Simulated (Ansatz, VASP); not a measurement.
## ZnGa4O2: VASP beside Ansatz

```
Zn Ga O
1.0
     3.03408    0.00000    0.00000
    -1.51704    2.62759    0.00000
     0.00000    0.00000   14.62055
Zn Ga O
1 4 2
Direct
  0.00000 0.00000 0.50000
  0.33333 0.66667 0.34760
  0.66667 0.33333 0.65240
  0.66667 0.33333 0.92369
  0.33333 0.66667 0.07631
  0.00000 0.00000 0.28916
  0.00000 0.00000 0.71084
```

Change from the starting cell: species swapped into the LiTa2S4 type (P-3m1, No. 164).

Alike in both runs: functional PBE; k mesh 6 × 6 × 2; occupations gaussian, width 0.2 eV; no spin polarisation.

Ansatz relaxed the structure, and its values are those at the end. VASP's run is a single point on that final structure, the one shown.

```csv
,VASP,Ansatz
version,VASP 6.6.1,Ansatz 0.2.0
potentials or method,"VASP PAW PBE potentials, release 64 (Zn, Ga_d, O), cutoff 520 eV","scalar-relativistic, plane waves, PAW"
valence electrons in the cell,76,76
```

|  | VASP | Ansatz | Ansatz less VASP |
| --- | --- | --- | --- |
| gap on the k mesh at the Fermi level (eV) | none | none | - |
| pressure (GPa) | 0.5 | 0.2 | -0.29 |
| rms of the force components (eV/Å) | 0.018 | 0.009 | -0.0087 |

A gap of «none» marks a metal or a gap that the smearing closes. The functional is the same, so the differences come from potentials, cutoffs and numerics.

The k mesh is coarse, so the values compare programs but aren't converged.
